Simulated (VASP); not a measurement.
Here is a VASP 6.6.1 calculation.

The input INCAR:

```
PREC     = Accurate       # precision mode
ENCUT    = 500            # plane-wave cutoff, eV
EDIFF    = 1E-6           # SCF threshold, eV
ISMEAR   = -1             # smearing method
SIGMA    = 0.02           # smearing width, eV
LREAL    = False          # projectors in reciprocal space
LASPH    = True           # aspherical terms in the spheres
NELM     = 120            # most SCF steps
ALGO     = Normal         # electronic algorithm
ISIF     = 2              # what is computed and relaxed
LWAVE    = False          # write WAVECAR
LCHARG   = False          # write CHGCAR
GGA      = PE             # functional
NBANDS   = 28             # bands
GGA_COMPAT= False
```

The input KPOINTS:

```
regular mesh
0
Gamma
  6 6 2
```

File POSCAR:

```
PbS
1.0
    2.9457095071     -2.9457100775     -0.0000051057
    2.9457095071      2.9457100775     -0.0000051057
   -2.0722572255      0.0000000000     22.0194541426
Pb S
2 2
Direct
    0.7369137518      0.7166982159      0.9340504506
    0.2833017841      0.2630862482      0.0659495494
    0.2408957624      0.2205112984      0.9451405341
    0.7794887016      0.7591042376      0.0548594659
```

Potentials or basis: VASP PAW PBE potentials, release 64 (Pb_d, S).

The run is started by

```sh
$ cat potpaw_PBE.64/Pb_d/POTCAR potpaw_PBE.64/S/POTCAR > POTCAR
$ mpirun -np 1 vasp_std > vasp.out
```

Q: Predict the band gap on the k mesh.

A: 1.89 eV (least direct gap 1.94 eV).

Q: What does it give for the largest force?

A: 0.210 eV/Å.

Forces in eV/Å, atoms in the order of the input:
```
Pb   0.000  0.000 -0.154
Pb   0.000  0.000  0.154
S    0.000  0.000 -0.210
S    0.000  0.000  0.210
```

Caveat: the cell differs from its parent crystal (strain -0.6%); there is no dipole correction, which matters where the two faces differ; spin-orbit coupling is left out, which moves the levels of the heavy elements.
